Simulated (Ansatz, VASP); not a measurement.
**AgCl: VASP beside Ansatz**

Contents of INCAR:

```
SYSTEM = AgCl
ALGO     = Normal         ! electronic algorithm
EDIFF    = 1E-8           ! SCF threshold, eV
ENCUT    = 520            ! plane-wave cutoff, eV
GGA      = PS             ! functional
ISIF     = 2              ! what is computed and relaxed
ISMEAR   = -1             ! smearing method
LASPH    = .TRUE.         ! aspherical terms in the spheres
LCHARG   = .FALSE.        ! write CHGCAR
LEFG     = .TRUE.       
LREAL    = .FALSE.        ! projectors in reciprocal space
LWAVE    = .FALSE.        ! write WAVECAR
NBANDS   = 16             ! bands
NELM     = 60             ! most SCF steps
PREC     = Accurate       ! precision mode
SIGMA    = 0.01           ! smearing width, eV
```

The input KPOINTS:

```
k-points
0
G
  9 9 9
  0 0 0
```

The input POSCAR:

```
AgCl
1.0
    3.4567152058      0.0000000000      0.0000000000
    0.0000000000      3.4567152058      0.0000000000
    0.0000000000      0.0000000000      3.4567152058
Ag Cl
1 1
Direct
    0.0000000000      0.0000000000      0.0000000000
    0.5000000000      0.5000000000      0.5000000000
```

Input for Ansatz:

```yaml
crystal:
  lattice:
    - [3.4567152058, 0.0, 0.0]
    - [0.0, 3.4567152058, 0.0]
    - [0.0, 0.0, 3.4567152058]
  atoms:
    - { symbol: Ag, position: [0.0, 0.0, 0.0] }
    - { symbol: Cl, position: [0.5, 0.5, 0.5] }
kpoints:
  mp_grid: { grid: [9, 9, 9] }
scf:
  occupations: { method: fermi_dirac, width: 0.01 }
hamiltonian:
  xc: pbesol
  pseudopotentials: { kind: all_electron, datasets: crystal }
output:
  forces: true
  stress: true
  eigenvalues: true
  efg: { contact_densities: true }
```

Change from the starting cell: volume scaled by 1.02, crystal datasets.

Alike in both runs: task electric field gradients; functional PBEsol; k mesh 9 × 9 × 9; occupations fermi-dirac, width 0.01 eV; no spin polarisation.

|  | VASP | Ansatz |
| --- | --- | --- |
| version | VASP 6.6.1 | Ansatz 0.2.0 |
| potentials or method | VASP PAW PBE potentials, release 64 (Ag, Cl), cutoff 520 eV | all-electron PAW with datasets made for the crystal, scalar-relativistic |

VASP gave:

| Property | Result |
| --- | --- |
| gap on the k mesh at the Fermi level (eV) | 0.44 |
| pressure (GPa) | -5.4 |

Question: What did Ansatz give for the same quantities?

Answer: gap on the k mesh at the Fermi level (eV): 0.44; pressure (GPa): -5.3.

VASP's potentials were made for PBE, not for PBEsol. Ansatz ran all-electron here, and VASP with PAW potentials.
